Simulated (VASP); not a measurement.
# BaTiO3 (Pm-3m) in VASP: notebook

Runs on BaTiO3. Level: r2SCAN. Tasks: relaxation of cell and atoms, single point.

Everything below comes from runs of VASP 6.6.1. Logs are shortened: lines on timing, memory, paths and dates and some standing lists are left out, and cuts for length are marked.

### Step 1. The cell of the first run

The structure is cubic, space group Pm-3m (No. 221). Conventional cell: a = 3.658 Å, b = 3.658 Å, c = 3.658 Å, α = 90.00°, β = 90.00°, γ = 90.00°. Within 3.4 Å of Ba (site symmetry m-3m) lie 12 O at 2.59 Å and 8 Ti at 3.17 Å. Ti (site symmetry m-3m) has 6 O at 1.83 Å within 2.4 Å. O (site symmetry 4/mmm) has 2 Ti at 1.83 Å within 2.4 Å.

### Step 2. Relaxation of cell and atoms, r2SCAN, target pressure 90 GPa, at which the enthalpy is minimised

Contents of POSCAR:

```
BaTiO3
1.0
    3.6576276590      0.0000000000      0.0000000000
    0.0000000000      3.6576276590      0.0000000000
    0.0000000000      0.0000000000      3.6576276590
Ba Ti O
1 1 3
Direct
    0.5000000000      0.5000000000      0.5000000000
    0.0000000000      0.0000000000      0.0000000000
    0.5000000000      0.0000000000      0.0000000000
    0.0000000000      0.5000000000      0.0000000000
    0.0000000000      0.0000000000      0.5000000000
```

Contents of INCAR.step1:

```
PREC = Accurate
ENCUT = 600
ISMEAR = 0
SIGMA = 0.02
LREAL = False
LASPH = True
NELM = 80
GGA = PE
ALGO = Normal
EDIFF = 1E-4
LWAVE = True
LCHARG = False
```

Contents of INCAR.step2:

```
PREC = Accurate
ENCUT = 600
EDIFF = 1E-6
ISMEAR = 0
SIGMA = 0.02
LREAL = False
LASPH = True
NELM = 80
ALGO = Normal
ISIF = 3
LWAVE = False
LCHARG = False
METAGGA = R2SCAN
LMIXTAU = True
IBRION = 2
NSW = 70
EDIFFG = -0.008
PSTRESS = 900.0
ISTART = 1
```

Contents of KPOINTS:

```
regular mesh
0
Gamma
  8 8 8
```

Potentials or basis: VASP PAW PBE potentials, release 64 (Ba_sv, Ti_sv, O).

Started as:

```
$ cat potpaw_PBE.64/Ba_sv/POTCAR potpaw_PBE.64/Ti_sv/POTCAR potpaw_PBE.64/O/POTCAR > POTCAR
$ cp INCAR.step1 INCAR
$ mpirun -np 1 vasp_std > vasp.out
$ cp INCAR.step2 INCAR
$ mpirun -np 1 vasp_std > vasp.out
```

OUTCAR:

```text
PREC = Accurate
   ENCUT = 600
   EDIFF = 1E-6
   ISMEAR = 0
   LREAL = False
   LASPH = True
   NELM = 80
   ISIF = 3
   METAGGA = R2SCAN
   IBRION = 2
   NSW = 70
   EDIFFG = -0.008
   PSTRESS = 900.0
   ISTART = 1

 ion  position               nearest neighbor table
   1  0.500  0.500  0.500-   3 2.59   4 2.59   5 2.59   3 2.59   4 2.59   3 2.59   5 2.59   3 2.59
                             4 2.59   5 2.59   4 2.59   5 2.59   2 3.17   2 3.17   2 3.17   2 3.17
   2  0.000  0.000  0.000-   3 1.83   4 1.83   5 1.83   5 1.83   4 1.83   3 1.83   1 3.17   1 3.17
                             1 3.17   1 3.17   1 3.17   1 3.17   1 3.17   1 3.17
   3  0.500  0.000  0.000-   2 1.83   2 1.83   1 2.59   1 2.59   1 2.59   1 2.59
   4  0.000  0.500  0.000-   2 1.83   2 1.83   1 2.59   1 2.59   1 2.59   1 2.59
   5  0.000  0.000  0.500-   2 1.83   2 1.83   1 2.59   1 2.59   1 2.59   1 2.59

  LATTYP: Found a simple cubic cell.
 ALAT       =     3.6576276590

  Lattice vectors:

 A1 = (   3.6576276590,   0.0000000000,   0.0000000000)
 A2 = (   0.0000000000,   3.6576276590,   0.0000000000)
 A3 = (   0.0000000000,   0.0000000000,   3.6576276590)

Analysis of symmetry for initial positions (statically):
=====================================================================
 Subroutine PRICEL returns:
 Original cell was already a primitive cell.

 Routine SETGRP: Setting up the symmetry group for a
 simple cubic supercell.

 Subroutine GETGRP returns: Found 48 space group operations
 (whereof 48 operations were pure point group operations)
 out of a pool of 48 trial point group operations.

The static configuration has the point symmetry O_h .

Analysis of symmetry for dynamics (positions and initial velocities):
=====================================================================
 Subroutine PRICEL returns:
 Original cell was already a primitive cell.

 Routine SETGRP: Setting up the symmetry group for a
 simple cubic supercell.

 Subroutine GETGRP returns: Found 48 space group operations
 (whereof 48 operations were pure point group operations)
 out of a pool of 48 trial point group operations.

The dynamic configuration has the point symmetry O_h .

 Subroutine INISYM returns: Found 48 space group operations
 (whereof 48 operations are pure point group operations),
 and found     1 'primitive' translations

----------------------------------------------------------------------------------------

                                     Primitive cell

  volume of cell :      48.9326

  direct lattice vectors                    reciprocal lattice vectors
     3.657627659  0.000000000  0.000000000     0.273401257  0.000000000  0.000000000
     0.000000000  3.657627659  0.000000000     0.000000000  0.273401257  0.000000000
     0.000000000  0.000000000  3.657627659     0.000000000  0.000000000  0.273401257

  length of vectors
     3.657627659  3.657627659  3.657627659     0.273401257  0.273401257  0.273401257

  position of ions in fractional coordinates (direct lattice)
     0.500000000  0.500000000  0.500000000
     0.000000000  0.000000000  0.000000000
     0.500000000  0.000000000  0.000000000
     0.000000000  0.500000000  0.000000000
     0.000000000  0.000000000  0.500000000

  ion indices of the primitive-cell ions
   primitive index   ion index
                 1           1
                 2           2
                 3           3
                 4           4
                 5           5

----------------------------------------------------------------------------------------

 KPOINTS: regular mesh

Automatic generation of k-mesh.
 Grid dimensions read from file:
 generate k-points for:    8    8    8

 Generating k-lattice:

  Cartesian coordinates                     Fractional coordinates (reciprocal lattice)
     0.034175157  0.000000000  0.000000000     0.125000000  0.000000000  0.000000000
     0.000000000  0.034175157  0.000000000     0.000000000  0.125000000  0.000000000
     0.000000000  0.000000000  0.034175157     0.000000000  0.000000000  0.125000000

  Length of vectors
     0.034175157  0.034175157  0.034175157

  Shift w.r.t. Gamma in fractional coordinates (k-lattice)
     0.000000000  0.000000000  0.000000000

 Subroutine IBZKPT returns following result:
 ===========================================

 Found     35 irreducible k-points:

 Following reciprocal coordinates:
            Coordinates               Weight
  0.000000  0.000000  0.000000      1.000000
  0.125000  0.000000  0.000000      6.000000
  0.250000  0.000000  0.000000      6.000000
  0.375000  0.000000  0.000000      6.000000
  0.500000  0.000000  0.000000      3.000000
  0.125000  0.125000  0.000000     12.000000
[... 16 lines left out ...]
  0.375000  0.375000  0.125000     24.000000
  0.500000  0.375000  0.125000     24.000000
 [... further k-points ...]
   k-points           NKPTS =     35   k-points in BZ     NKDIM =     35   number of bands    NBANDS=     24
   number of dos      NEDOS =    301   number of ions     NIONS =      5
   total plane-waves  NPLWV =  27000
   dimension x,y,z NGX =    30 NGY =   30 NGZ =   30
   dimension x,y,z NGXF=    60 NGYF=   60 NGZF=   60
   ions per type =               1   1   3
   NGX,Y,Z   is equivalent  to a cutoff of  13.64, 13.64, 13.64 a.u.
   NGXF,Y,Z  is equivalent  to a cutoff of  27.27, 27.27, 27.27 a.u.
 SYSTEM =  unknown system
   PREC   = accura    normal or accurate (medium, high low for compatibility)
   ISTART =      1    job   : 0-new  1-cont  2-samecut
   ICHARG =      0    charge: 1-file 2-atom 10-const
   ISPIN  =      1    spin polarized calculation?
   LNONCOLLINEAR =      F non collinear calculations
   LSORBIT =      F    spin-orbit coupling
   LASPH  =      T    aspherical Exc in radial PAW
   ENCUT  =  600.0 eV  44.10 Ry    6.64 a.u.   7.31  7.31  7.31*2*pi/ulx,y,z
   NELM   =     80;   NELMIN=  2; NELMDL=  0     # of ELM steps
   EDIFF  = 0.1E-05   stopping-criterion for ELM
   LREAL  =      F    real-space projection
   EDIFFG = -.8E-02   stopping-criterion for IOM
   NSW    =     70    number of steps for IOM
   IBRION =      2    ionic relax: 0-MD 1-quasi-New 2-CG
   NFREE  =      1    steps in history (QN), initial steepest desc. (CG)
   ISIF   =      3    stress and relaxation
   ISYM   =      2    0-nonsym 1-usesym 2-fastsym
   POTIM  = 0.5000    time-step for ionic-motion
   TEBEG  =    0.0;   TEEND  =   0.0 temperature during run
   PSTRESS=  900.0 pullay stress
   NELECT =      40.0000    total number of electrons
   NUPDOWN=      -1.0000    fix difference up-down
   EMIN   =  10.00;   EMAX   =-10.00  energy-range for DOS
   EFERMI =   0.00;   METHOD = LEGACY
   ISMEAR =     0;   SIGMA  =   0.02  broadening in eV -4-tet -1-fermi 0-gaus
   EFERMI_NEDOS =   21; number of points for ismear=-14 and -15
   IALGO  =     38    algorithm
   IMIX   =      4    mixing-type and parameters
     AMIX     =   0.40;   BMIX     =  1.00
     AMIX_MAG =   1.60;   BMIX_MAG =  1.00
  volume/ion in A,a.u.               =       9.79        66.04
  Fermi-wavevector in a.u.,A,eV,Ry     =   1.530719  2.892639 31.879800  2.343099
  Thomas-Fermi vector in A             =   2.638163
   LORBIT       =      0    0 simple, 1 ext, 2 COOP (PROOUT), +10 PAW based schemes
   METAGGA = R2SCAN    functional components
   LHFCALC =     F    Hartree Fock is set to
   AEXX    =    0.0000 exact exchange contribution
   IVDW    =     0    specifies the selected vdW correction
   LEPSILON=     F    determine dielectric tensor
   LRPA    =     F    only Hartree local field effects (RPA)
 conjugate gradient relaxation of ions
 non-spin polarized calculation
 Gauss-broadening in eV      SIGMA  =   0.02
  energy-cutoff  :      600.00
  volume of cell :       48.93
 maximum number of plane-waves:      1654
 NGX is ok and might be reduce to    30
   NGX = 15   NGY = 15   NGZ = 15

--------------------------------------- Ionic step        1  -------------------------------------------

 number of electron      39.9999979 magnetization

 Free energy of the ion-electron system (eV)
  ---------------------------------------------------
  ext. energy  EPLUGINS =         0.00000000
  ---------------------------------------------------
  free energy    TOTEN  =       -70.80036810 eV

  energy without entropy =      -70.80036810  energy(sigma->0) =      -70.80036810

------------------------ aborting loop because EDIFF is reached ----------------------------------------

  FORCE on cell =-STRESS in cart. coord.  units (eV):
  Direction    XX          YY          ZZ          XY          YZ          ZX
  --------------------------------------------------------------------------------------
  -------------------------------------------------------------------------------------
  Total       27.6606391     27.6606391     27.6606391     -0.0000000      0.0000000     -0.0000000
  in kB      905.6790326    905.6790326    905.6790326     -0.0000000      0.0000000     -0.0000000
  external PRESSURE =       5.6790326 kB  Pullay stress =     900.0000000 kB
[... 67 lines left out ...]
  enthalpy is  TOTEN    =       -43.3120039832 eV   P V=       27.6254236768

--------------------------------------- Ionic step        3  -------------------------------------------

 number of electron      39.9999979 magnetization

 Free energy of the ion-electron system (eV)
  ---------------------------------------------------
  ext. energy  EPLUGINS =         0.00000000
  ---------------------------------------------------
  free energy    TOTEN  =       -70.82995081 eV

  energy without entropy =      -70.82995081  energy(sigma->0) =      -70.82995081

 E-fermi :   6.2491     XC(G=0): -13.5234

 val. band max:        6.1475152445   @ k =   0.0000   0.0000   0.0000
 cond. band min:       8.5740384207   @ k =   0.0000   0.0000   0.0000
 fundamental gap:      2.4265231762
 Fermi energy:         6.2490509370

 k-point     1 :       0.0000    0.0000    0.0000
  band No.  band energies     occupation
      1     -51.6724      2.00000
      2     -27.0705      2.00000
      3     -27.0705      2.00000
      4     -27.0705      2.00000
      5     -19.3877      2.00000
      6     -12.2726      2.00000
[... 637 lines left out ...]
     23      11.8178      0.00000
     24      14.2907      0.00000

 [... further k-points ...]

------------------------ aborting loop because EDIFF is reached ----------------------------------------

  FORCE on cell =-STRESS in cart. coord.  units (eV):
  Direction    XX          YY          ZZ          XY          YZ          ZX
  --------------------------------------------------------------------------------------
  -------------------------------------------------------------------------------------
  Total       27.5139778     27.5139778     27.5139778      0.0000000      0.0000000     -0.0000000
  in kB      899.9113495    899.9113495    899.9113495      0.0000000      0.0000000     -0.0000000
  external PRESSURE =      -0.0886505 kB  Pullay stress =     900.0000000 kB
[... 20 lines left out ...]
  FREE ENERGIE OF THE ION-ELECTRON SYSTEM (eV)
  ---------------------------------------------------
  free  energy   TOTEN  =       -70.8299508142 eV

  energy  without entropy=      -70.8299508142  energy(sigma->0) =      -70.82995081

  enthalpy is  TOTEN    =       -43.3132626017 eV   P V=       27.5166882124

 reached required accuracy - stopping structural energy minimisation
```

Wall time 6.6 min (1 thread of Intel Xeon 8259CL, shared host); peak memory 0.22 GiB.

Results:

* Free energy: -70.8300 eV
* Relaxed volume: 9.80 Å³/atom
* Relaxed cell: a = 3.659 Å, b = 3.659 Å, c = 3.659 Å, α = 90.00°, β = 90.00°, γ = 90.00°
* Space group after relaxing (to 0.1 Å): Pm-3m (No. 221)
* Energy change on relaxing (the run minimises the enthalpy): -5.9 meV/atom
* Ionic steps: 3
* Pressure after relaxing: 90.0 GPa
* Band gap on the k mesh: 2.43 eV

The path:
```
step  energy change (eV)  largest force (eV/Å)  pressure (GPa)  volume (Å³)
   1              0.0000                0.0000           90.57        48.93
   2             -0.1371                0.0000           87.92        49.18
   3             -0.0296                0.0000           89.99        48.99
```

Final structure:
```xyz
5
Lattice="3.6589 0.0000 0.0000 0.0000 3.6589 0.0000 0.0000 0.0000 3.6589" Properties=species:S:1:pos:R:3 pbc="T T T"
Ba    1.8295    1.8295    1.8295
Ti    0.0000    0.0000    0.0000
O     1.8295    0.0000    0.0000
O     0.0000    1.8295    0.0000
O     0.0000    0.0000    1.8295
```

Caveat: the cell is relaxed towards a set pressure, so the run minimises the enthalpy, not the energy; the PAW data sets were made with another functional, which shifts forces and pressure a little; spin-orbit coupling is left out, which moves the levels of the heavy elements.

### Step 3. Relaxation of cell and atoms, r2SCAN, target pressure 50 GPa, at which the enthalpy is minimised

This run uses another cell than the first one, of 10.55 Å³/atom.

Edit POSCAR of step 2 so:

```diff
@@ -2,5 +2,5 @@
 1.0
-    3.6576276590      0.0000000000      0.0000000000
-    0.0000000000      3.6576276590      0.0000000000
-    0.0000000000      0.0000000000      3.6576276590
+    3.7506810357      0.0000000000      0.0000000000
+    0.0000000000      3.7506810357      0.0000000000
+    0.0000000000      0.0000000000      3.7506810357
 Ba Ti O
```

Contents of INCAR.step1:

```
SYSTEM = BaTiO3
ALGO = Normal ; EDIFF = 1E-4
ENCUT = 600 ; GGA = PE
ISMEAR = 0 ; LASPH = .True.
LCHARG = .False. ; LREAL = .False.
LWAVE = .True. ; NELM = 100
PREC = Accurate ; SIGMA = 0.02
```

Contents of INCAR.step2:

```
SYSTEM = BaTiO3
ALGO = Normal ; EDIFF = 1E-6
EDIFFG = -0.008 ; ENCUT = 600
IBRION = 2 ; ISIF = 3
ISMEAR = 0 ; ISTART = 1
LASPH = .True. ; LCHARG = .False.
LMIXTAU = .True. ; LREAL = .False.
LWAVE = .False. ; METAGGA = R2SCAN
NELM = 100 ; NSW = 70
PREC = Accurate ; PSTRESS = 500.0
SIGMA = 0.02
```

Contents of KPOINTS:

```
k-points
0
Gamma
  8 8 8
  0 0 0
```

Potentials or basis: VASP PAW PBE potentials, release 64 (Ba_sv, Ti_sv, O).

Started as:

```
$ cat potpaw_PBE.64/Ba_sv/POTCAR potpaw_PBE.64/Ti_sv/POTCAR potpaw_PBE.64/O/POTCAR > POTCAR
$ cp INCAR.step1 INCAR
$ mpirun -np 1 vasp_std > vasp.out
$ cp INCAR.step2 INCAR
$ mpirun -np 1 vasp_std > vasp.out
```

It took 7.7 min on 1 thread of Intel Xeon 8259CL, shared host; peak memory 0.23 GiB.

It converged, with:

```
Free energy                                                : -72.7902 eV
Relaxed volume                                             : 10.71 Å³/atom
Relaxed cell                                               : a = 3.769 Å, b = 3.769 Å, c = 3.769 Å, α = 90.00°, β = 90.00°, γ = 90.00°
Space group after relaxing (to 0.1 Å)                      : Pm-3m (No. 221)
Energy change on relaxing (the run minimises the enthalpy) : -51.0 meV/atom
Ionic steps                                                : 3
Pressure after relaxing                                    : 49.9 GPa
Band gap on the k mesh                                     : 2.45 eV
```

Step by step:
| step | energy change (eV) | largest force (eV/Å) | pressure (GPa) | volume (Å³) |
| --- | --- | --- | --- | --- |
| 1 | 0.0000 | 0.0000 | 55.60 | 52.76 |
| 2 | -0.8163 | 0.0000 | 36.36 | 55.63 |
| 3 | -0.2551 | 0.0000 | 49.94 | 53.54 |

Final structure:
```
CELL_PARAMETERS angstrom
3.76896 0.00000 0.00000
0.00000 3.76896 0.00000
0.00000 0.00000 3.76896
ATOMIC_POSITIONS crystal
Ba 0.50000 0.50000 0.50000
Ti 0.00000 0.00000 0.00000
O 0.50000 0.00000 0.00000
O 0.00000 0.50000 0.00000
O 0.00000 0.00000 0.50000
```

Levels at points of the mesh, in eV from the valence-band top:
```csv
k point,band 17,band 18,band 19,band 20,band 21,band 22,band 23,band 24
"(0.00, 0.00, 0.00)",-1.54,0.00,0.00,0.00,2.45,2.45,2.45,5.37
"(0.50, 0.00, 0.00)",-2.08,-2.08,-0.77,-0.77,2.70,4.82,4.82,5.55
"(0.50, 0.50, 0.00)",-1.70,-0.77,-0.77,-0.21,4.84,4.84,5.35,6.76
"(0.50, 0.50, 0.50)",-2.26,-0.09,-0.09,-0.09,5.78,5.78,5.78,8.25
```

Caveat: the cell is relaxed towards a set pressure, so the run minimises the enthalpy, not the energy; the PAW data sets were made with another functional, which shifts forces and pressure a little; spin-orbit coupling is left out, which moves the levels of the heavy elements. A k mesh can miss the band edges.

### Step 4. Single point, r2SCAN

This run uses another cell than the first one, of 12.74 Å³/atom.

Edit POSCAR of step 3 so:

```diff
@@ -2,5 +2,5 @@
 1.0
-    3.7506810357      0.0000000000      0.0000000000
-    0.0000000000      3.7506810357      0.0000000000
-    0.0000000000      0.0000000000      3.7506810357
+    3.9940387823      0.0000000000      0.0000000000
+    0.0000000000      3.9940387823      0.0000000000
+    0.0000000000      0.0000000000      3.9940387823
 Ba Ti O
```

Contents of INCAR.step1:

```
  PREC = Accurate
  ENCUT = 1480
  ISMEAR = 0
  SIGMA = 0.02
  LREAL = False
  LASPH = True
  NELM = 120
  NBANDS = 28
  GGA = PE
  ALGO = Normal
  EDIFF = 1E-5
  LWAVE = True
  LCHARG = False
  GGA_COMPAT = False
```

Contents of INCAR.step2:

```
  PREC = Accurate
  ENCUT = 1480
  EDIFF = 1E-6
  ISMEAR = 0
  SIGMA = 0.02
  LREAL = False
  LASPH = True
  NELM = 120
  ALGO = Normal
  ISIF = 2
  LWAVE = False
  LCHARG = False
  METAGGA = R2SCAN
  LMIXTAU = True
  NBANDS = 28
  ISTART = 1
  GGA_COMPAT = False
```

Contents of KPOINTS:

```
Automatic mesh
0
Gamma
  8 8 8
```

Potentials or basis: VASP PAW PBE potentials, release 64 (Ba_sv, Ti_sv, O_h).

Started as:

```
$ cat potpaw_PBE.64/Ba_sv/POTCAR potpaw_PBE.64/Ti_sv/POTCAR potpaw_PBE.64/O_h/POTCAR > POTCAR
$ cp INCAR.step1 INCAR
$ mpirun -np 1 vasp_std > vasp.out
$ cp INCAR.step2 INCAR
$ mpirun -np 1 vasp_std > vasp.out
```

It took 8.8 min on 1 thread of AMD EPYC 9R45 (Zen 5), shared host; peak memory 0.56 GiB.

It converged, with:

- Free energy: -74.2755 eV
- Pressure: 1.9 GPa
- Band gap on the k mesh: 2.16 eV (least direct gap 2.31 eV)

Levels at points of the mesh, in eV from the valence-band top:
```csv
k point,band 16,band 17,band 18,band 19,band 20,band 21,band 22,band 23,band 24,band 25
"(0.00, 0.00, 0.00)",-1.13,-1.13,-0.15,-0.15,-0.15,2.16,2.16,2.16,4.22,4.22
"(0.50, 0.00, 0.00)",-1.94,-1.83,-1.83,-0.74,-0.74,2.31,3.89,3.89,4.23,6.38
"(0.50, 0.50, 0.00)",-2.70,-1.77,-0.88,-0.88,-0.09,3.90,3.90,4.34,5.15,8.17
"(0.50, 0.50, 0.50)",-2.42,-2.42,0.00,0.00,0.00,4.59,4.59,4.59,7.45,7.45
```

Caveat: the PAW data sets were made with another functional, which shifts forces and pressure a little; spin-orbit coupling is left out, which moves the levels of the heavy elements. A k mesh can miss the band edges.

### Step 5. The runs side by side

| task | potentials or basis | cell | cutoff (eV) | gap on the mesh (eV) | pressure (GPa) |
| --- | --- | --- | --- | --- | --- |
| relaxation of cell and atoms | VASP PAW PBE potentials, release 64 (Ba_sv, Ti_sv, O) | relaxed to 90 GPa from a = 3.658 Å, 5 atoms | 600 | 2.43 | 90.0 |
| relaxation of cell and atoms | VASP PAW PBE potentials, release 64 (Ba_sv, Ti_sv, O) | relaxed to 50 GPa from a = 3.751 Å, 5 atoms | 600 | 2.45 | 49.9 |
| single point | VASP PAW PBE potentials, release 64 (Ba_sv, Ti_sv, O_h) | a = 3.994 Å, 5 atoms | 1480 | 2.16 | 1.9 |

Alike in all rows: level r2SCAN; no spin polarisation; k mesh 8 × 8 × 8; smearing gaussian 0.02 eV.

Caveats: the PAW data sets were made with another functional, which shifts forces and pressure a little; spin-orbit coupling is left out, which moves the levels of the heavy elements; the cell is relaxed towards a set pressure, so the run minimises the enthalpy, not the energy (at least some runs).

Absolute energies hang on the potentials; compare differences alone.
